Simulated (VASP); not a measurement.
# Ru (Pm-3m) in VASP: single point with PBE

Aim: the single point of Ru with PBE.

Everything below comes from runs of VASP 6.6.1. Logs are shortened: lines on timing, memory, paths and dates and some standing lists are left out, and cuts for length are marked.

**1. The cell of the first run**

The structure is cubic, space group Pm-3m (No. 221). The conventional cell has a = 2.513 Å, b = 2.513 Å, c = 2.513 Å, α = 90.00°, β = 90.00°, γ = 90.00°. Ru (site symmetry m-3m) has 6 Ru at 2.51 Å within 3.3 Å.

**2. Single point, PBE**

Input file INCAR:

```
SYSTEM = Ru
ALGO = Normal
EDIFF = 1E-6
ENCUT = 520
GGA = PE
ISIF = 2
ISMEAR = -1
LASPH = .True.
LCHARG = .False.
LREAL = .False.
LWAVE = .False.
NBANDS = 13
NELM = 60
PREC = Accurate
SIGMA = 0.13605693000000002
```

Input file KPOINTS:

```
k-points
0
Gamma
  13 13 13
  0 0 0
```

Input file POSCAR:

```
Ru
1.0
    2.5128406013      0.0000000000      0.0000000000
    0.0000000000      2.5128406013      0.0000000000
    0.0000000000      0.0000000000      2.5128406013
Ru
1
Direct
    0.0000000000      0.0000000000      0.0000000000
```

Potentials or basis: VASP PAW PBE potentials, release 64 (Ru_pv).

Command:

```
$ cat potpaw_PBE.64/Ru_pv/POTCAR > POTCAR
$ mpirun -np 1 vasp_std > vasp.out
```

OUTCAR:

```text
SYSTEM = Ru
   EDIFF = 1E-6
   ENCUT = 520
   GGA = PE
   ISIF = 2
   ISMEAR = -1
   LASPH = .True.
   LREAL = .False.
   NELM = 60
   PREC = Accurate

 ion  position               nearest neighbor table
   1  0.000  0.000  0.000-

  LATTYP: Found a simple cubic cell.
 ALAT       =     2.5128406013

  Lattice vectors:

 A1 = (   2.5128406013,   0.0000000000,   0.0000000000)
 A2 = (   0.0000000000,   2.5128406013,   0.0000000000)
 A3 = (   0.0000000000,   0.0000000000,   2.5128406013)

Analysis of symmetry for initial positions (statically):
=====================================================================
 Subroutine PRICEL returns:
 Original cell was already a primitive cell.

 Routine SETGRP: Setting up the symmetry group for a
 simple cubic supercell.

 Subroutine GETGRP returns: Found 48 space group operations
 (whereof 48 operations were pure point group operations)
 out of a pool of 48 trial point group operations.

The static configuration has the point symmetry O_h .

Analysis of symmetry for dynamics (positions and initial velocities):
=====================================================================
 Subroutine PRICEL returns:
 Original cell was already a primitive cell.

 Routine SETGRP: Setting up the symmetry group for a
 simple cubic supercell.

 Subroutine GETGRP returns: Found 48 space group operations
 (whereof 48 operations were pure point group operations)
 out of a pool of 48 trial point group operations.

The dynamic configuration has the point symmetry O_h .

 Subroutine INISYM returns: Found 48 space group operations
 (whereof 48 operations are pure point group operations),
 and found     1 'primitive' translations

----------------------------------------------------------------------------------------

                                     Primitive cell

  volume of cell :      15.8670

  direct lattice vectors                    reciprocal lattice vectors
     2.512840601  0.000000000  0.000000000     0.397956002  0.000000000  0.000000000
     0.000000000  2.512840601  0.000000000     0.000000000  0.397956002  0.000000000
     0.000000000  0.000000000  2.512840601     0.000000000  0.000000000  0.397956002

  length of vectors
     2.512840601  2.512840601  2.512840601     0.397956002  0.397956002  0.397956002

  position of ions in fractional coordinates (direct lattice)
     0.000000000  0.000000000  0.000000000

  ion indices of the primitive-cell ions
[... 75 lines left out ...]
   LREAL  =      F    real-space projection
   EDIFFG = 0.1E-04   stopping-criterion for IOM
   NSW    =      0    number of steps for IOM
   IBRION =     -1    ionic relax: 0-MD 1-quasi-New 2-CG
   NFREE  =      0    steps in history (QN), initial steepest desc. (CG)
   ISIF   =      2    stress and relaxation
   ISYM   =      2    0-nonsym 1-usesym 2-fastsym
   POTIM  = 0.5000    time-step for ionic-motion
   TEBEG  =    0.0;   TEEND  =   0.0 temperature during run
   PSTRESS=    0.0 pullay stress
   NELECT =      14.0000    total number of electrons
   NUPDOWN=      -1.0000    fix difference up-down
   EMIN   =  10.00;   EMAX   =-10.00  energy-range for DOS
   EFERMI =   0.00;   METHOD = LEGACY
   ISMEAR =    -1;   SIGMA  =   0.14  broadening in eV -4-tet -1-fermi 0-gaus
   EFERMI_NEDOS =   21; number of points for ismear=-14 and -15
   IALGO  =     38    algorithm
   IMIX   =      4    mixing-type and parameters
     AMIX     =   0.40;   BMIX     =  1.00
     AMIX_MAG =   1.60;   BMIX_MAG =  1.00
  volume/ion in A,a.u.               =      15.87       107.08
  Fermi-wavevector in a.u.,A,eV,Ry     =   1.570191  2.967231 33.545174  2.465501
  Thomas-Fermi vector in A             =   2.671961
   LORBIT       =      0    0 simple, 1 ext, 2 COOP (PROOUT), +10 PAW based schemes
   GGA     = PE    functional components
   LHFCALC =     F    Hartree Fock is set to
   AEXX    =    0.0000 exact exchange contribution
   IVDW    =     0    specifies the selected vdW correction
   LEPSILON=     F    determine dielectric tensor
   LRPA    =     F    only Hartree local field effects (RPA)
 non-spin polarized calculation
  energy-cutoff  :      520.00
  volume of cell :       15.87
 maximum number of plane-waves:       449
 NGX is ok and might be reduce to    20
   NGX =  9   NGY =  9   NGZ =  9

 number of electron      13.9999998 magnetization

 Free energy of the ion-electron system (eV)
  ---------------------------------------------------
  ext. energy  EPLUGINS =         0.00000000
  ---------------------------------------------------
  free energy    TOTEN  =        -8.14322652 eV

  energy without entropy =       -8.05112454  energy(sigma->0) =       -8.09717553

 E-fermi :  10.4492     XC(G=0): -13.0101

 val. band max:       10.4403143045   @ k =   0.3077   0.0769   0.0769
 cond. band min:      10.4646389520   @ k =   0.3846   0.0769   0.0000
 fundamental gap:      0.0243246474
 Fermi energy:        10.4492482930

 k-point     1 :       0.0000    0.0000    0.0000
  band No.  band energies     occupation
      1     -31.9410      2.00000
      2     -31.9410      2.00000
      3     -31.9410      2.00000
      4       3.3490      2.00000
      5       5.1587      2.00000
      6       5.1587      2.00000
      7      12.0644      0.00001
      8      12.0644      0.00001
      9      12.0644      0.00001
     10      21.4028      0.00000
     11      27.0867      0.00000
     12      27.0867      0.00000
     13      27.0867      0.00000
[... 354 lines left out ...]
  band No.  band energies     occupation
      1     -32.7671      2.00000
      2     -32.5486      2.00000
      3     -31.8000      2.00000
      4       5.6276      2.00000
      5       6.4415      2.00000
      6      10.0249      1.91535
      7      10.0642      1.88852
      8      10.5988      0.49969
      9      12.6261      0.00000
     10      19.3181      0.00000
     11      21.4025      0.00000
     12      24.7736      0.00000
     13      28.5920      0.00000

 [... further k-points ...]
[... 5 lines left out ...]
  --------------------------------------------------------------------------------------
  -------------------------------------------------------------------------------------
  Total        0.0245948      0.0245948      0.0245948     -0.0000000     -0.0000000      0.0000000
  in kB        2.4834754      2.4834754      2.4834754     -0.0000000     -0.0000000      0.0000000
  external PRESSURE =       2.4834754 kB  Pullay stress =       0.0000000 kB

 VOLUME and BASIS-vectors are now :
 -----------------------------------------------------------------------------
  energy-cutoff  :      520.00
  volume of cell :       15.87
      direct lattice vectors                 reciprocal lattice vectors
     2.512840601  0.000000000  0.000000000     0.397956002  0.000000000  0.000000000
     0.000000000  2.512840601  0.000000000     0.000000000  0.397956002  0.000000000
     0.000000000  0.000000000  2.512840601     0.000000000  0.000000000  0.397956002

 POSITION                                       TOTAL-FORCE (eV/Angst)
 -----------------------------------------------------------------------------------
      0.00000      0.00000      0.00000         0.000000      0.000000      0.000000
 -----------------------------------------------------------------------------------
    total drift:                               -0.000000     -0.000000     -0.000000

  FREE ENERGIE OF THE ION-ELECTRON SYSTEM (eV)
  ---------------------------------------------------
  free  energy   TOTEN  =        -8.1432265224 eV

  energy  without entropy=       -8.0511245357  energy(sigma->0) =       -8.09717553
```

stdout:

```text
POSCAR found type information on POSCAR Ru
 POSCAR found :  1 types and       1 ions
 scaLAPACK will be used
 LDA part: xc-table for (Slater+PW92), standard interpolation
 POSCAR, INCAR and KPOINTS ok, starting setup
 FFT: planning ... GRIDC
 FFT: planning ... GRID_SOFT
 FFT: planning ... GRID
 WAVECAR not read
 entering main loop
```

Run time: 11 s. Hardware: 1 thread of AMD EPYC 7R43 (Zen 3), shared host; peak memory 0.1 GiB.

What came out:

```yaml
Free_energy: -8.1432 eV
Pressure: 0.2 GPa
Band_gap_on_the_k_mesh: zero (band 7 reaches 13.86 eV, above the bottom of band 8 at 9.53 eV)
```
